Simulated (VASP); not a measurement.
# Cr (Fd-3m) in VASP: single point with PBEsol

Aim: the single point of Cr with PBEsol.

All numbers are computed with VASP 6.6.1; they aren't measurements. Logs are shortened: lines on timing, memory, paths and dates and some standing lists are left out, and cuts for length are marked.

**1. The cell of the first run**

The structure is cubic, space group Fd-3m (No. 227). Conventional cell: a = 5.017 Å, b = 5.017 Å, c = 5.017 Å, α = 90.00°, β = 90.00°, γ = 90.00°. Within 2.9 Å of Cr (site symmetry -43m) lie 4 Cr at 2.17 Å.

**2. Single point, PBEsol**

File INCAR:

```
SYSTEM = Cr
PREC = Accurate
ENCUT = 520
EDIFF = 1E-7
ISMEAR = -1
SIGMA = 0.13605693000000002
LREAL = .FALSE.
LASPH = .TRUE.
NELM = 100
ALGO = Normal
ISIF = 2
LWAVE = .FALSE.
LCHARG = .FALSE.
GGA = PS
NBANDS = 19
```

File KPOINTS:

```
regular mesh
0
G
  9 9 9
  0 0 0
```

File POSCAR:

```
Cr
1.0
    0.0000000000      2.5083984217      2.5083984217
    2.5083984217      0.0000000000      2.5083984217
    2.5083984217      2.5083984217      0.0000000000
Cr
2
Direct
    0.0000000000      0.0000000000      0.0000000000
    0.2500000000      0.2500000000      0.2500000000
```

Potentials or basis: VASP PAW PBE potentials, release 64 (Cr_pv).

Run with:

```bash
cat potpaw_PBE.64/Cr_pv/POTCAR > POTCAR
mpirun -np 1 vasp_std > vasp.out
```

OUTCAR:

```text
SYSTEM = Cr
   PREC = Accurate
   ENCUT = 520
   EDIFF = 1E-7
   ISMEAR = -1
   LREAL = .FALSE.
   LASPH = .TRUE.
   NELM = 100
   ISIF = 2
   GGA = PS

 ion  position               nearest neighbor table
   1  0.000  0.000  0.000-   2 2.17   2 2.17   2 2.17   2 2.17
   2  0.250  0.250  0.250-   1 2.17   1 2.17   1 2.17   1 2.17

  LATTYP: Found a face centered cubic cell.
 ALAT       =     5.0167968434

  Lattice vectors:

 A1 = (   0.0000000000,   2.5083984217,   2.5083984217)
 A2 = (   2.5083984217,   0.0000000000,   2.5083984217)
 A3 = (   2.5083984217,   2.5083984217,   0.0000000000)

Analysis of symmetry for initial positions (statically):
=====================================================================
 Subroutine PRICEL returns:
 Original cell was already a primitive cell.

 Routine SETGRP: Setting up the symmetry group for a
 face centered cubic supercell.

 Subroutine GETGRP returns: Found 48 space group operations
 (whereof 24 operations were pure point group operations)
 out of a pool of 48 trial point group operations.

The static configuration has the point symmetry T_d .
 The point group associated with its full space group is O_h .

Analysis of symmetry for dynamics (positions and initial velocities):
=====================================================================
 Subroutine PRICEL returns:
 Original cell was already a primitive cell.

 Routine SETGRP: Setting up the symmetry group for a
 face centered cubic supercell.

 Subroutine GETGRP returns: Found 48 space group operations
 (whereof 24 operations were pure point group operations)
 out of a pool of 48 trial point group operations.

The dynamic configuration has the point symmetry T_d .
 The point group associated with its full space group is O_h .

 Subroutine INISYM returns: Found 48 space group operations
 (whereof 24 operations are pure point group operations),
 and found     1 'primitive' translations

----------------------------------------------------------------------------------------

                                     Primitive cell

  volume of cell :      31.5660

  direct lattice vectors                    reciprocal lattice vectors
     0.000000000  2.508398422  2.508398422    -0.199330376  0.199330376  0.199330376
     2.508398422  0.000000000  2.508398422     0.199330376 -0.199330376  0.199330376
     2.508398422  2.508398422  0.000000000     0.199330376  0.199330376 -0.199330376

  length of vectors
     3.547411068  3.547411068  3.547411068     0.345250338  0.345250338  0.345250338

  position of ions in fractional coordinates (direct lattice)
     0.000000000  0.000000000  0.000000000
     0.250000000  0.250000000  0.250000000

  ion indices of the primitive-cell ions
   primitive index   ion index
                 1           1
                 2           2

----------------------------------------------------------------------------------------

 KPOINTS: regular mesh

Automatic generation of k-mesh.
 Grid dimensions read from file:
 generate k-points for:    9    9    9

 Generating k-lattice:

  Cartesian coordinates                     Fractional coordinates (reciprocal lattice)
    -0.022147820  0.022147820  0.022147820     0.111111111  0.000000000  0.000000000
     0.022147820 -0.022147820  0.022147820     0.000000000  0.111111111  0.000000000
     0.022147820  0.022147820 -0.022147820     0.000000000  0.000000000  0.111111111

  Length of vectors
     0.038361149  0.038361149  0.038361149

  Shift w.r.t. Gamma in fractional coordinates (k-lattice)
     0.000000000  0.000000000  0.000000000

 Subroutine IBZKPT returns following result:
 ===========================================

 Found     35 irreducible k-points:

 Following reciprocal coordinates:
            Coordinates               Weight
  0.000000  0.000000  0.000000      1.000000
  0.111111  0.000000  0.000000      8.000000
  0.222222  0.000000  0.000000      8.000000
  0.333333  0.000000  0.000000      8.000000
  0.444444  0.000000  0.000000      8.000000
  0.111111  0.111111  0.000000      6.000000
[... 16 lines left out ...]
 -0.333333  0.333333  0.000000     12.000000
  0.444444  0.444444  0.000000      6.000000
 [... further k-points ...]
   k-points           NKPTS =     35   k-points in BZ     NKDIM =     35   number of bands    NBANDS=     19
   number of dos      NEDOS =    301   number of ions     NIONS =      2
   total plane-waves  NPLWV =  21952
   dimension x,y,z NGX =    28 NGY =   28 NGZ =   28
   dimension x,y,z NGXF=    56 NGYF=   56 NGZF=   56
   ions per type =               2
   NGX,Y,Z   is equivalent  to a cutoff of  13.12, 13.12, 13.12 a.u.
   NGXF,Y,Z  is equivalent  to a cutoff of  26.24, 26.24, 26.24 a.u.
 SYSTEM =  Cr
   PREC   = accura    normal or accurate (medium, high low for compatibility)
   ISTART =      0    job   : 0-new  1-cont  2-samecut
   ICHARG =      2    charge: 1-file 2-atom 10-const
   ISPIN  =      1    spin polarized calculation?
   LNONCOLLINEAR =      F non collinear calculations
   LSORBIT =      F    spin-orbit coupling
   LASPH  =      T    aspherical Exc in radial PAW
   ENCUT  =  520.0 eV  38.22 Ry    6.18 a.u.   6.60  6.60  6.60*2*pi/ulx,y,z
   NELM   =    100;   NELMIN=  2; NELMDL= -5     # of ELM steps
   EDIFF  = 0.1E-06   stopping-criterion for ELM
   LREAL  =      F    real-space projection
   EDIFFG = 0.1E-05   stopping-criterion for IOM
   NSW    =      0    number of steps for IOM
   IBRION =     -1    ionic relax: 0-MD 1-quasi-New 2-CG
   NFREE  =      0    steps in history (QN), initial steepest desc. (CG)
   ISIF   =      2    stress and relaxation
   ISYM   =      2    0-nonsym 1-usesym 2-fastsym
   POTIM  = 0.5000    time-step for ionic-motion
   TEBEG  =    0.0;   TEEND  =   0.0 temperature during run
   PSTRESS=    0.0 pullay stress
   NELECT =      24.0000    total number of electrons
   NUPDOWN=      -1.0000    fix difference up-down
   EMIN   =  10.00;   EMAX   =-10.00  energy-range for DOS
   EFERMI =   0.00;   METHOD = LEGACY
   ISMEAR =    -1;   SIGMA  =   0.14  broadening in eV -4-tet -1-fermi 0-gaus
   EFERMI_NEDOS =   21; number of points for ismear=-14 and -15
   IALGO  =     38    algorithm
   IMIX   =      4    mixing-type and parameters
     AMIX     =   0.40;   BMIX     =  1.00
     AMIX_MAG =   1.60;   BMIX_MAG =  1.00
  volume/ion in A,a.u.               =      15.78       106.51
  Fermi-wavevector in a.u.,A,eV,Ry     =   1.494189  2.823607 30.376358  2.232599
  Thomas-Fermi vector in A             =   2.606493
   LORBIT       =      0    0 simple, 1 ext, 2 COOP (PROOUT), +10 PAW based schemes
   GGA     = PS    functional components
   LHFCALC =     F    Hartree Fock is set to
   AEXX    =    0.0000 exact exchange contribution
   IVDW    =     0    specifies the selected vdW correction
   LEPSILON=     F    determine dielectric tensor
   LRPA    =     F    only Hartree local field effects (RPA)
 non-spin polarized calculation
  energy-cutoff  :      520.00
  volume of cell :       31.57
 maximum number of plane-waves:       869
   NGX = 13   NGY = 13   NGZ = 13

 number of electron      24.0000013 magnetization

 Free energy of the ion-electron system (eV)
  ---------------------------------------------------
  ext. energy  EPLUGINS =         0.00000000
  ---------------------------------------------------
  free energy    TOTEN  =       -16.06346593 eV

  energy without entropy =      -15.82911806  energy(sigma->0) =      -15.94629199

 E-fermi :   6.6022     XC(G=0): -11.7249

 val. band max:        6.5534667321   @ k =  -0.4444   0.4444   0.0000
 cond. band min:       6.6039824972   @ k =  -0.4444   0.4444   0.0000
 fundamental gap:      0.0505157651
 Fermi energy:         6.6021728705

 k-point     1 :       0.0000    0.0000    0.0000
  band No.  band energies     occupation
      1     -35.9603      2.00000
      2     -35.9603      2.00000
      3     -35.9603      2.00000
      4     -35.0497      2.00000
      5     -35.0497      2.00000
      6     -35.0497      2.00000
[... 11 lines left out ...]
     18      14.9975      0.00000
     19      14.9982      0.00000

 k-point     2 :       0.1111    0.0000    0.0000
  band No.  band energies     occupation
      1     -35.9748      2.00000
      2     -35.9748      2.00000
      3     -35.9614      2.00000
      4     -35.0517      2.00000
      5     -35.0349      2.00000
      6     -35.0349      2.00000
[... 11 lines left out ...]
     18      14.9974      0.00000
     19      14.9981      0.00000

 k-point     3 :       0.2222    0.0000    0.0000
  band No.  band energies     occupation
      1     -36.0097      2.00000
      2     -36.0097      2.00000
      3     -35.9650      2.00000
      4     -35.0557      2.00000
      5     -34.9992      2.00000
      6     -34.9992      2.00000
[... 11 lines left out ...]
     18      14.9975      0.00000
     19      14.9997      0.00000

 k-point     4 :       0.3333    0.0000    0.0000
  band No.  band energies     occupation
      1     -36.0466      2.00000
      2     -36.0466      2.00000
      3     -35.9707      2.00000
      4     -35.0584      2.00000
      5     -34.9615      2.00000
      6     -34.9615      2.00000
[... 11 lines left out ...]
     18      12.8582      0.00000
     19      14.9979      0.00000

 k-point     5 :       0.4444    0.0000    0.0000
  band No.  band energies     occupation
      1     -36.0693      2.00000
      2     -36.0693      2.00000
      3     -35.9752      2.00000
      4     -35.0593      2.00000
      5     -34.9382      2.00000
      6     -34.9382      2.00000
[... 11 lines left out ...]
     18      11.1124      0.00000
     19      14.9979      0.00000

 k-point     6 :       0.1111    0.1111    0.0000
  band No.  band energies     occupation
      1     -35.9922      2.00000
      2     -35.9922      2.00000
      3     -35.9341      2.00000
      4     -35.0799      2.00000
      5     -35.0174      2.00000
      6     -35.0174      2.00000
[... 11 lines left out ...]
     18      14.9974      0.00000
     19      14.9981      0.00000

 k-point     7 :       0.2222    0.1111    0.0000
  band No.  band energies     occupation
      1     -36.0288      2.00000
      2     -36.0283      2.00000
      3     -35.9139      2.00000
      4     -35.1047      2.00000
      5     -34.9816      2.00000
      6     -34.9807      2.00000
[... 11 lines left out ...]
     18      14.9974      0.00000
     19      14.9981      0.00000

 k-point     8 :       0.3333    0.1111    0.0000
  band No.  band energies     occupation
      1     -36.0745      2.00000
      2     -36.0645      2.00000
      3     -35.9012      2.00000
      4     -35.1220      2.00000
      5     -34.9437      2.00000
      6     -34.9387      2.00000
[... 256 lines left out ...]
 k-point    20 :       0.3333    0.3333    0.0000
  band No.  band energies     occupation
      1     -36.1376      2.00000
      2     -36.1376      2.00000
      3     -35.7429      2.00000
      4     -35.2925      2.00000
      5     -34.8697      2.00000
      6     -34.8697      2.00000
[... 11 lines left out ...]
     18      14.2699      0.00000
     19      14.2699      0.00000

 k-point    21 :       0.4444    0.3333    0.0000
  band No.  band energies     occupation
      1     -36.1716      2.00000
      2     -36.1583      2.00000
      3     -35.6789      2.00000
      4     -35.3576      2.00000
      5     -34.8485      2.00000
      6     -34.8386      2.00000
[... 11 lines left out ...]
     18      12.5798      0.00000
     19      13.1350      0.00000

 k-point    22 :      -0.4444    0.3333    0.0000
  band No.  band energies     occupation
      1     -36.2026      2.00000
      2     -36.1552      2.00000
      3     -35.6449      2.00000
      4     -35.3868      2.00000
      5     -34.8514      2.00000
      6     -34.8144      2.00000
[... 11 lines left out ...]
     18      10.7686      0.00000
     19      12.1160      0.00000

 k-point    23 :      -0.3333    0.3333    0.0000
  band No.  band energies     occupation
      1     -36.2103      2.00000
      2     -36.1293      2.00000
      3     -35.6991      2.00000
      4     -35.3273      2.00000
      5     -34.8774      2.00000
      6     -34.8112      2.00000
[... 11 lines left out ...]
     18      11.3057      0.00000
     19      11.8480      0.00000

 k-point    24 :       0.4444    0.4444    0.0000
  band No.  band energies     occupation
      1     -36.1808      2.00000
      2     -36.1808      2.00000
      3     -35.5992      2.00000
      4     -35.4432      2.00000
      5     -34.8257      2.00000
      6     -34.8257      2.00000
[... 11 lines left out ...]
     18      11.7643      0.00000
     19      12.6733      0.00000

 [... further k-points ...]

------------------------ aborting loop because EDIFF is reached ----------------------------------------

  FORCE on cell =-STRESS in cart. coord.  units (eV):
  Direction    XX          YY          ZZ          XY          YZ          ZX
  --------------------------------------------------------------------------------------
  -------------------------------------------------------------------------------------
  Total        0.0764852      0.0764852      0.0764852      0.0000000      0.0000000      0.0000000
  in kB        3.8821171      3.8821171      3.8821171      0.0000000      0.0000000      0.0000000
  external PRESSURE =       3.8821171 kB  Pullay stress =       0.0000000 kB

 VOLUME and BASIS-vectors are now :
 -----------------------------------------------------------------------------
  energy-cutoff  :      520.00
  volume of cell :       31.57
      direct lattice vectors                 reciprocal lattice vectors
     0.000000000  2.508398422  2.508398422    -0.199330376  0.199330376  0.199330376
     2.508398422  0.000000000  2.508398422     0.199330376 -0.199330376  0.199330376
     2.508398422  2.508398422  0.000000000     0.199330376  0.199330376 -0.199330376

 POSITION                                       TOTAL-FORCE (eV/Angst)
 -----------------------------------------------------------------------------------
      0.00000      0.00000      0.00000        -0.000000     -0.000000     -0.000000
      1.25420      1.25420      1.25420         0.000000      0.000000      0.000000
 -----------------------------------------------------------------------------------
    total drift:                                0.000000      0.000000      0.000000

  FREE ENERGIE OF THE ION-ELECTRON SYSTEM (eV)
  ---------------------------------------------------
  free  energy   TOTEN  =       -16.0634659274 eV

  energy  without entropy=      -15.8291180557  energy(sigma->0) =      -15.94629199
```

It took 15 s on 1 thread of Intel Xeon Platinum 8488C (Sapphire Rapids), shared host; peak memory 0.16 GiB.

Results:

```
Free energy            : -16.0635 eV
Pressure               : 0.4 GPa
Band gap on the k mesh : zero (band 12 reaches 6.88 eV, above the bottom of band 13 at 6.33 eV)
```

Caveat: the PAW data sets were made with another functional, which shifts forces and pressure a little; the run has no spin polarisation, though such a crystal can be magnetic. Spin polarisation is off, so any magnetic state and its effect on volume and gap are missing.
